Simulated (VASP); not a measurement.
# Si2Ni (Fm-3m) in VASP: further runs

Aim: see how the results for Si2Ni move with the level of theory and the settings. Levels: LDA, PBE, PBEsol, RPBE, revPBE. Tasks: single point.

Program: VASP 6.6.1. These are calculated values, not measurements. Logs are shortened: lines on timing, memory, paths and dates and some standing lists are left out, and cuts for length are marked.

## (1) The cell of the first run

Symmetry: Fm-3m, No. 225, cubic system. Conventional cell: a = 5.406 Å, b = 5.406 Å, c = 5.406 Å, α = 90.00°, β = 90.00°, γ = 90.00°. Within 3.1 Å of Ni (site symmetry m-3m) lie 8 Si at 2.34 Å. Within 3.1 Å of Si (site symmetry -43m) lie 4 Ni at 2.34 Å and 6 Si at 2.70 Å.

## (2) Single point, LDA, collinear spin, ferromagnetic start

Input file INCAR:

```
SYSTEM = Si2Ni
  ALGO = Normal
  EDIFF = 1E-6
  ENCUT = 520
  ISIF = 2
  ISMEAR = -1
  ISPIN = 2
  LASPH = .TRUE.
  LCHARG = .FALSE.
  LMAXMIX = 4
  LORBIT = 11
  LREAL = .FALSE.
  LWAVE = .FALSE.
  MAGMOM = 1 0 0
  NBANDS = 20
  NELM = 150
  PREC = Accurate
  SIGMA = 0.05
```

Input file KPOINTS:

```
k-points
0
G
  5 5 5
  0 0 0
```

Input file POSCAR:

```
Si2Ni
1.0
    0.0000000000      2.7030000000      2.7030000000
    2.7030000000      0.0000000000      2.7030000000
    2.7030000000      2.7030000000      0.0000000000
Ni Si
1 2
Direct
    0.0000000000      0.0000000000      0.0000000000
    0.7500000000      0.7500000000      0.7500000000
    0.2500000000      0.2500000000      0.2500000000
```

Potentials or basis: VASP PAW LDA potentials, release 64 (Ni, Si).

On the command line:

```
$ cat potpaw_LDA.64/Ni/POTCAR potpaw_LDA.64/Si/POTCAR > POTCAR
$ mpirun -np 1 vasp_std > vasp.out
```

OUTCAR:

```text
SYSTEM = Si2Ni
   EDIFF = 1E-6
   ENCUT = 520
   ISIF = 2
   ISMEAR = -1
   ISPIN = 2
   LASPH = .TRUE.
   LORBIT = 11
   LREAL = .FALSE.
   NELM = 150
   PREC = Accurate

 ion  position               nearest neighbor table
   1  0.000  0.000  0.000-   2 2.34   2 2.34   3 2.34   3 2.34   2 2.34   2 2.34   3 2.34   3 2.34

   2  0.750  0.750  0.750-   1 2.34   1 2.34   1 2.34   1 2.34   3 2.70   3 2.70   3 2.70   3 2.70
                             3 2.70   3 2.70
   3  0.250  0.250  0.250-   1 2.34   1 2.34   1 2.34   1 2.34   2 2.70   2 2.70   2 2.70   2 2.70
                             2 2.70   2 2.70

  LATTYP: Found a face centered cubic cell.
 ALAT       =     5.4060000000

  Lattice vectors:

 A1 = (   0.0000000000,   2.7030000000,   2.7030000000)
 A2 = (   2.7030000000,   0.0000000000,   2.7030000000)
 A3 = (   2.7030000000,   2.7030000000,   0.0000000000)

Analysis of symmetry for initial positions (statically):
=====================================================================
 Subroutine PRICEL returns:
 Original cell was already a primitive cell.

 Routine SETGRP: Setting up the symmetry group for a
 face centered cubic supercell.

 Subroutine GETGRP returns: Found 48 space group operations
 (whereof 48 operations were pure point group operations)
 out of a pool of 48 trial point group operations.

The static configuration has the point symmetry O_h .

Analysis of symmetry for dynamics (positions and initial velocities):
=====================================================================
 Subroutine PRICEL returns:
 Original cell was already a primitive cell.

 Routine SETGRP: Setting up the symmetry group for a
 face centered cubic supercell.

 Subroutine GETGRP returns: Found 48 space group operations
 (whereof 48 operations were pure point group operations)
 out of a pool of 48 trial point group operations.

The dynamic configuration has the point symmetry O_h .

Analysis of structural, dynamic, and magnetic symmetry:
=====================================================================
 Subroutine PRICEL returns:
 Original cell was already a primitive cell.

 Routine SETGRP: Setting up the symmetry group for a
 face centered cubic supercell.

 Subroutine GETGRP returns: Found 48 space group operations
 (whereof 48 operations were pure point group operations)
 out of a pool of 48 trial point group operations.

The overall configuration has the point symmetry O_h .

 Subroutine INISYM returns: Found 48 space group operations
 (whereof 48 operations are pure point group operations),
 and found     1 'primitive' translations

----------------------------------------------------------------------------------------

                                     Primitive cell

  volume of cell :      39.4974

  direct lattice vectors                    reciprocal lattice vectors
     0.000000000  2.703000000  2.703000000    -0.184979652  0.184979652  0.184979652
     2.703000000  0.000000000  2.703000000     0.184979652 -0.184979652  0.184979652
     2.703000000  2.703000000  0.000000000     0.184979652  0.184979652 -0.184979652

  length of vectors
     3.822619259  3.822619259  3.822619259     0.320394156  0.320394156  0.320394156

  position of ions in fractional coordinates (direct lattice)
     0.000000000  0.000000000  0.000000000
     0.750000000  0.750000000  0.750000000
     0.250000000  0.250000000  0.250000000

  ion indices of the primitive-cell ions
   primitive index   ion index
                 1           1
                 2           2
                 3           3

----------------------------------------------------------------------------------------

 KPOINTS: k-points

Automatic generation of k-mesh.
 Grid dimensions read from file:
 generate k-points for:    5    5    5

 Generating k-lattice:

  Cartesian coordinates                     Fractional coordinates (reciprocal lattice)
    -0.036995930  0.036995930  0.036995930     0.200000000  0.000000000  0.000000000
     0.036995930 -0.036995930  0.036995930     0.000000000  0.200000000  0.000000000
     0.036995930  0.036995930 -0.036995930     0.000000000  0.000000000  0.200000000

  Length of vectors
     0.064078831  0.064078831  0.064078831

  Shift w.r.t. Gamma in fractional coordinates (k-lattice)
     0.000000000  0.000000000  0.000000000

 Subroutine IBZKPT returns following result:
 ===========================================

 Found     10 irreducible k-points:

 Following reciprocal coordinates:
            Coordinates               Weight
  0.000000  0.000000  0.000000      1.000000
  0.200000  0.000000  0.000000      8.000000
  0.400000  0.000000  0.000000      8.000000
  0.200000  0.200000  0.000000      6.000000
  0.400000  0.200000  0.000000     24.000000
 -0.400000  0.200000  0.000000     24.000000
 -0.200000  0.200000  0.000000     12.000000
  0.400000  0.400000  0.000000      6.000000
 -0.400000  0.400000  0.000000     12.000000
 -0.400000  0.400000  0.200000     24.000000
   k-points           NKPTS =     10   k-points in BZ     NKDIM =     10   number of bands    NBANDS=     20
   number of dos      NEDOS =    301   number of ions     NIONS =      3
   total plane-waves  NPLWV =  21952
   dimension x,y,z NGX =    28 NGY =   28 NGZ =   28
   dimension x,y,z NGXF=    56 NGYF=   56 NGZF=   56
   ions per type =               1   2
   NGX,Y,Z   is equivalent  to a cutoff of  12.18, 12.18, 12.18 a.u.
   NGXF,Y,Z  is equivalent  to a cutoff of  24.35, 24.35, 24.35 a.u.
 SYSTEM =  Si2Ni
   PREC   = accura    normal or accurate (medium, high low for compatibility)
   ISTART =      0    job   : 0-new  1-cont  2-samecut
   ICHARG =      2    charge: 1-file 2-atom 10-const
   ISPIN  =      2    spin polarized calculation?
   LNONCOLLINEAR =      F non collinear calculations
   LSORBIT =      F    spin-orbit coupling
   LASPH  =      T    aspherical Exc in radial PAW
   ENCUT  =  520.0 eV  38.22 Ry    6.18 a.u.   7.11  7.11  7.11*2*pi/ulx,y,z
   NELM   =    150;   NELMIN=  2; NELMDL= -5     # of ELM steps
   EDIFF  = 0.1E-05   stopping-criterion for ELM
   LREAL  =      F    real-space projection
   EDIFFG = 0.1E-04   stopping-criterion for IOM
   NSW    =      0    number of steps for IOM
   IBRION =     -1    ionic relax: 0-MD 1-quasi-New 2-CG
   NFREE  =      0    steps in history (QN), initial steepest desc. (CG)
   ISIF   =      2    stress and relaxation
   ISYM   =      2    0-nonsym 1-usesym 2-fastsym
   POTIM  = 0.5000    time-step for ionic-motion
   TEBEG  =    0.0;   TEEND  =   0.0 temperature during run
   PSTRESS=    0.0 pullay stress
   NELECT =      18.0000    total number of electrons
   NUPDOWN=      -1.0000    fix difference up-down
   EMIN   =  10.00;   EMAX   =-10.00  energy-range for DOS
   EFERMI =   0.00;   METHOD = LEGACY
   ISMEAR =    -1;   SIGMA  =   0.05  broadening in eV -4-tet -1-fermi 0-gaus
   EFERMI_NEDOS =   21; number of points for ismear=-14 and -15
   IALGO  =     38    algorithm
   IMIX   =      4    mixing-type and parameters
     AMIX     =   0.40;   BMIX     =  1.00
     AMIX_MAG =   1.60;   BMIX_MAG =  1.00
  volume/ion in A,a.u.               =      13.17        88.85
  Fermi-wavevector in a.u.,A,eV,Ry     =   1.259823  2.380721 21.594550  1.587155
  Thomas-Fermi vector in A             =   2.393364
   LORBIT       =     11    0 simple, 1 ext, 2 COOP (PROOUT), +10 PAW based schemes
   GGA     = CA    functional components
   LHFCALC =     F    Hartree Fock is set to
   AEXX    =    0.0000 exact exchange contribution
   IVDW    =     0    specifies the selected vdW correction
   LEPSILON=     F    determine dielectric tensor
   LRPA    =     F    only Hartree local field effects (RPA)
 spin polarized calculation
  energy-cutoff  :      520.00
  volume of cell :       39.50
 maximum number of plane-waves:      1073
   NGX = 15   NGY = 15   NGZ = 15

 number of electron      17.9999999 magnetization       0.0009830

 number of electron      17.9999999 magnetization      -0.0001449

 Free energy of the ion-electron system (eV)
  ---------------------------------------------------
  ext. energy  EPLUGINS =         0.00000000
  ---------------------------------------------------
  free energy    TOTEN  =       -19.84251914 eV

  energy without entropy =      -19.83400357  energy(sigma->0) =      -19.83826135

 E-fermi :  10.3692     XC(G=0): -11.7567

 val. band max:       10.0798421151   @ k =  -0.2000   0.2000   0.0000
 cond. band min:      10.3747183665   @ k =  -0.4000   0.4000   0.0000
 fundamental gap:      0.2948762515
 Fermi energy:        10.3692123511

 spin component 1

 k-point     1 :       0.0000    0.0000    0.0000
  band No.  band energies     occupation
      1      -3.4503      1.00000
      2       5.1090      1.00000
      3       5.1090      1.00000
      4       5.1090      1.00000
      5       6.7984      1.00000
      6       6.7984      1.00000
[... 12 lines left out ...]
     19      19.3505      0.00000
[... 190 lines left out ...]
      3       4.1035      1.00000
      4       4.1521      1.00000
      5       6.2142      1.00000
      6       6.5514      1.00000
[... 12 lines left out ...]
     19      24.3474      0.00000
     20      25.5548      0.00000
 Fermi energy:        10.3692123511

 spin component 2

 k-point     1 :       0.0000    0.0000    0.0000
  band No.  band energies     occupation
      1      -3.4505      1.00000
      2       5.1091      1.00000
      3       5.1091      1.00000
      4       5.1091      1.00000
      5       6.7980      1.00000
      6       6.7980      1.00000
[... 12 lines left out ...]
     19      19.3503      0.00000
[... 191 lines left out ...]
      4       4.1520      1.00000
      5       6.2142      1.00000
      6       6.5514      1.00000
[... 12 lines left out ...]
     19      24.3473      0.00000
     20      25.5547      0.00000

------------------------ aborting loop because EDIFF is reached ----------------------------------------

  FORCE on cell =-STRESS in cart. coord.  units (eV):
  Direction    XX          YY          ZZ          XY          YZ          ZX
  --------------------------------------------------------------------------------------
  -------------------------------------------------------------------------------------
  Total       -0.9865030     -0.9865030     -0.9865030      0.0000000      0.0000000     -0.0000000
  in kB      -40.0166614    -40.0166614    -40.0166614      0.0000000      0.0000000     -0.0000000
  external PRESSURE =     -40.0166614 kB  Pullay stress =       0.0000000 kB

 VOLUME and BASIS-vectors are now :
 -----------------------------------------------------------------------------
  energy-cutoff  :      520.00
  volume of cell :       39.50
      direct lattice vectors                 reciprocal lattice vectors
     0.000000000  2.703000000  2.703000000    -0.184979652  0.184979652  0.184979652
     2.703000000  0.000000000  2.703000000     0.184979652 -0.184979652  0.184979652
     2.703000000  2.703000000  0.000000000     0.184979652  0.184979652 -0.184979652

 POSITION                                       TOTAL-FORCE (eV/Angst)
 -----------------------------------------------------------------------------------
      0.00000      0.00000      0.00000        -0.000000     -0.000000     -0.000000
      4.05450      4.05450      4.05450         0.000000      0.000000      0.000000
      1.35150      1.35150      1.35150        -0.000000     -0.000000     -0.000000
 -----------------------------------------------------------------------------------
    total drift:                               -0.000000     -0.000000      0.000000

  FREE ENERGIE OF THE ION-ELECTRON SYSTEM (eV)
  ---------------------------------------------------
  free  energy   TOTEN  =       -19.8425191362 eV

  energy  without entropy=      -19.8340035670  energy(sigma->0) =      -19.83826135

 total charge

# of ion       s       p       d       tot
------------------------------------------
    1        0.564   0.802   8.467   9.834
    2        0.751   0.850   0.000   1.600
    3        0.751   0.850   0.000   1.600
--------------------------------------------------
tot          2.066   2.502   8.467  13.034

 magnetization (x)

# of ion       s       p       d       tot
------------------------------------------
    1        0.000   0.000   0.000   0.000
    2        0.000  -0.000   0.000  -0.000
    3        0.000  -0.000   0.000  -0.000
--------------------------------------------------
tot          0.000  -0.000   0.000   0.000
```

It took 6.4 s on 1 thread of Intel Xeon 6975P-C (Granite Rapids), shared host; peak memory 0.15 GiB.

Results:

* Free energy: -19.8425 eV
* Pressure: -4.0 GPa
* Band gap on the k mesh: zero (filled and empty bands overlap)
* Net moment: 0.00 μB per cell
* Valence electrons inside the program's atomic spheres: Ni 9.83; Si 1.60

Levels at points of the mesh, in eV from the Fermi level:
Spin up:
```csv
k point,band 7,band 8,band 9,band 10,band 11,band 12
"(0.00, 0.00, 0.00)",-0.39,1.68,1.68,1.68,2.27,2.27
```
Spin down:
| k point | band 5 | band 6 | band 7 | band 8 | band 9 | band 10 | band 11 | band 12 | band 13 | band 14 |
| --- | --- | --- | --- | --- | --- | --- | --- | --- | --- | --- |
| (0.00, 0.00, 0.00) | -3.57 | -3.57 | -0.39 | 1.68 | 1.68 | 1.68 | 2.27 | 2.27 | 2.27 | 4.67 |

Caveat: the k points lie up to 0.40 Å⁻¹ apart.

## (3) Single point, PBE, collinear spin, ferromagnetic start

Input file INCAR:

```
PREC = Accurate
ENCUT = 520
EDIFF = 1E-6
ISMEAR = -1
SIGMA = 0.05
LREAL = False
LASPH = True
NELM = 150
ALGO = Normal
ISIF = 2
LWAVE = False
LCHARG = True
ISPIN = 2
MAGMOM = 1 0 0
LORBIT = 11
LMAXMIX = 4
GGA = PE
LELF = True
LVHAR = True
NBANDS = 20
```

Input file KPOINTS:

```
Automatic mesh
0
Gamma
  5 5 5
```

POSCAR is that of step 2.

Potentials or basis: VASP PAW PBE potentials, release 64 (Ni, Si).

On the command line:

```
$ cat potpaw_PBE.64/Ni/POTCAR potpaw_PBE.64/Si/POTCAR > POTCAR
$ mpirun -np 1 vasp_std > vasp.out
```

OUTCAR:

```text
PREC = Accurate
   ENCUT = 520
   EDIFF = 1E-6
   ISMEAR = -1
   LREAL = False
   LASPH = True
   NELM = 150
   ISIF = 2
   ISPIN = 2
   LORBIT = 11
   GGA = PE

 ion  position               nearest neighbor table
   1  0.000  0.000  0.000-   2 2.34   2 2.34   3 2.34   3 2.34   2 2.34   2 2.34   3 2.34   3 2.34

   2  0.750  0.750  0.750-   1 2.34   1 2.34   1 2.34   1 2.34   3 2.70   3 2.70   3 2.70   3 2.70
                             3 2.70   3 2.70
   3  0.250  0.250  0.250-   1 2.34   1 2.34   1 2.34   1 2.34   2 2.70   2 2.70   2 2.70   2 2.70
                             2 2.70   2 2.70

  LATTYP: Found a face centered cubic cell.
 ALAT       =     5.4060000000

  Lattice vectors:

 A1 = (   0.0000000000,   2.7030000000,   2.7030000000)
 A2 = (   2.7030000000,   0.0000000000,   2.7030000000)
 A3 = (   2.7030000000,   2.7030000000,   0.0000000000)

Analysis of symmetry for initial positions (statically):
=====================================================================
 Subroutine PRICEL returns:
[... 644 lines left out ...]

------------------------ aborting loop because EDIFF is reached ----------------------------------------

  FORCE on cell =-STRESS in cart. coord.  units (eV):
  Direction    XX          YY          ZZ          XY          YZ          ZX
  --------------------------------------------------------------------------------------
  -------------------------------------------------------------------------------------
  Total        0.9052320      0.9052320      0.9052320      0.0000000      0.0000000      0.0000000
  in kB       36.7199741     36.7199741     36.7199741      0.0000000      0.0000000      0.0000000
  external PRESSURE =      36.7199741 kB  Pullay stress =       0.0000000 kB

 VOLUME and BASIS-vectors are now :
 -----------------------------------------------------------------------------
  energy-cutoff  :      520.00
  volume of cell :       39.50
      direct lattice vectors                 reciprocal lattice vectors
     0.000000000  2.703000000  2.703000000    -0.184979652  0.184979652  0.184979652
     2.703000000  0.000000000  2.703000000     0.184979652 -0.184979652  0.184979652
     2.703000000  2.703000000  0.000000000     0.184979652  0.184979652 -0.184979652

 POSITION                                       TOTAL-FORCE (eV/Angst)
 -----------------------------------------------------------------------------------
      0.00000      0.00000      0.00000         0.000000      0.000000      0.000000
      4.05450      4.05450      4.05450        -0.000000      0.000000      0.000000
      1.35150      1.35150      1.35150         0.000000     -0.000000     -0.000000
 -----------------------------------------------------------------------------------
    total drift:                               -0.000000     -0.000000      0.000000

  FREE ENERGIE OF THE ION-ELECTRON SYSTEM (eV)
  ---------------------------------------------------
  free  energy   TOTEN  =       -17.3211959429 eV

  energy  without entropy=      -17.3124529959  energy(sigma->0) =      -17.31682447

 total charge

# of ion       s       p       d       tot
------------------------------------------
    1        0.559   0.802   8.445   9.805
    2        0.743   0.845   0.000   1.588
    3        0.743   0.845   0.000   1.588
--------------------------------------------------
tot          2.045   2.492   8.445  12.982

 magnetization (x)

# of ion       s       p       d       tot
------------------------------------------
    1       -0.000  -0.000  -0.000  -0.000
    2       -0.000   0.000   0.000  -0.000
    3       -0.000   0.000   0.000  -0.000
--------------------------------------------------
tot         -0.000   0.000  -0.000  -0.000
```

stdout:

```text
POSCAR found type information on POSCAR NiSi
 POSCAR found :  2 types and       3 ions
 scaLAPACK will be used
 LDA part: xc-table for (Slater+PW92), standard interpolation
 POSCAR, INCAR and KPOINTS ok, starting setup
 FFT: planning ... GRIDC
 FFT: planning ... GRID_SOFT
 FFT: planning ... GRID
 WAVECAR not read
 entering main loop
```

It took 9.7 s on 1 thread of Intel Xeon 6975P-C (Granite Rapids), shared host; peak memory 0.17 GiB.

What came out:

```
Free energy                                           : -17.3212 eV
Pressure                                              : 3.7 GPa
Band gap on the k mesh                                : zero (filled and empty bands overlap)
Net moment                                            : 0.00 μB per cell
Valence electrons inside the program's atomic spheres : Ni 9.80; Si 1.59
```

Caveat: the k points lie up to 0.40 Å⁻¹ apart.

[end of part 1 of 2]
